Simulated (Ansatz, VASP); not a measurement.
**Two plane-wave programs on CuO**

Contents of INCAR:

```
PREC = Accurate ; ENCUT = 520
EDIFF = 1E-6 ; ISMEAR = -1
SIGMA = 0.05 ; LREAL = False
LASPH = True ; NELM = 100
ALGO = Normal ; ISIF = 2
LWAVE = False ; LCHARG = False
GGA = PS ; NBANDS = 25
```

File KPOINTS:

```
Automatic mesh
0
Gamma
  9 9 5
```

POSCAR

```
CuO
1.0
    1.9503245957     -2.1095876644      0.0000000000
    1.9503245957      2.1095876644      0.0000000000
    0.0000000000      0.0000000000      5.0506754463
Cu O
2 2
Direct
    0.5000000000      0.0000000000      0.0000000000
    0.0000000000      0.5000000000      0.5000000000
    0.5000000000      0.5000000000      0.2500000000
    0.5000000000      0.5000000000      0.7500000000
```

File input.yaml:

```yaml
crystal:
  lattice:
    - [1.9503245957, -2.1095876644, 0.0]
    - [1.9503245957, 2.1095876644, 0.0]
    - [0.0, 0.0, 5.0506754463]
  atoms:
    - { symbol: Cu, position: [0.5, 0.0, 0.0] }
    - { symbol: Cu, position: [0.0, 0.5, 0.5] }
    - { symbol: O, position: [0.5, 0.5, 0.25] }
    - { symbol: O, position: [0.5, 0.5, 0.75] }
hamiltonian:
  xc: pbesol
  pseudopotentials: { kind: paw }
kpoints:
  mp_grid: { grid: [9, 9, 5] }
scf:
  occupations: { method: fermi_dirac, width: 0.05 }
output:
  forces: true
  stress: true
  eigenvalues: true
```

Alike in both runs: task single point; functional PBEsol; k mesh 9 × 9 × 5; occupations fermi-dirac, width 0.05 eV; no spin polarisation.

|  | VASP | Ansatz |
| --- | --- | --- |
| version | VASP 6.6.1 | Ansatz 0.2.0 |
| potentials or method | VASP PAW PBE potentials, release 64 (Cu, O) | Ansatz PAW |
| plane-wave cutoff (eV) | 520 | 420 |
| valence electrons in the cell | 34 | 50 |

VASP gave:

```
gap on the k mesh at the Fermi level (eV)                     : none
pressure (GPa)                                                : 5.2
traceless stress, the component that is largest in VASP (GPa) : 1.50
```

Problem. Estimate Ansatz's values.

Solution. gap on the k mesh at the Fermi level (eV): none; pressure (GPa): 4.4; traceless stress, the component that is largest in VASP (GPa): 1.16.

VASP's potentials were made for PBE, not for PBEsol. A gap of «none» marks a metal or a gap that the smearing closes. VASP's potentials hold 34 valence electrons a cell and Ansatz's 50, so a difference there can come from the potentials and not from the codes.
